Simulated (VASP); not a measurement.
A run of VASP 6.6.1:

Contents of INCAR:

```
SYSTEM = Ti3N3O
  PREC = Accurate
  ENCUT = 520
  EDIFF = 1E-7
  ISMEAR = 0
  SIGMA = 0.1
  LREAL = .False.
  LASPH = .True.
  NELM = 80
  ALGO = Normal
  ISIF = 2
  LWAVE = .False.
  LCHARG = .False.
  LDIPOL = .True.
  IDIPOL = 3
  DIPOL = 0.5 0.5 0.358
  GGA = PE
  NBANDS = 38
```

KPOINTS

```
regular mesh
0
Gamma
  9 9 1
  0 0 0
```

Contents of POSCAR:

```
Ti3N3O
1.0
    3.0028555065      0.0000000000      0.0000000000
   -1.5014277533      2.6005491526      0.0000000000
    0.0000000000      0.0000000000     21.5541471922
N Ti O
3 3 1
Direct
    0.3333333333      0.6666666667      0.1855791354
    0.0000000000      0.0000000000      0.2993308525
    0.6666666667      0.3333333333      0.4147299352
    0.6666666667      0.3333333333      0.2424549940
    0.3333333333      0.6666666667      0.3575097830
    0.1417502704      0.2835005408      0.4814869449
    0.8333333333      0.6666666667      0.5244657831
```

Potentials or basis: VASP PAW PBE potentials, release 64 (N, Ti_sv, O).

Launch:

```bash
$ cat potpaw_PBE.64/N/POTCAR potpaw_PBE.64/Ti_sv/POTCAR potpaw_PBE.64/O/POTCAR > POTCAR
$ mpirun -np 1 vasp_std > vasp.out
```

Hardware: 1 thread of Intel(R) Xeon(R) 6975P-C (Granite Rapids), with other jobs on the host.

Q: Estimate the wall time of this run.

A: It took 2.6 min on 1 thread of Intel(R) Xeon(R) 6975P-C (Granite Rapids), on a shared host, peak memory 0.36 GiB. Counts: scf iterations 35, k points 25.
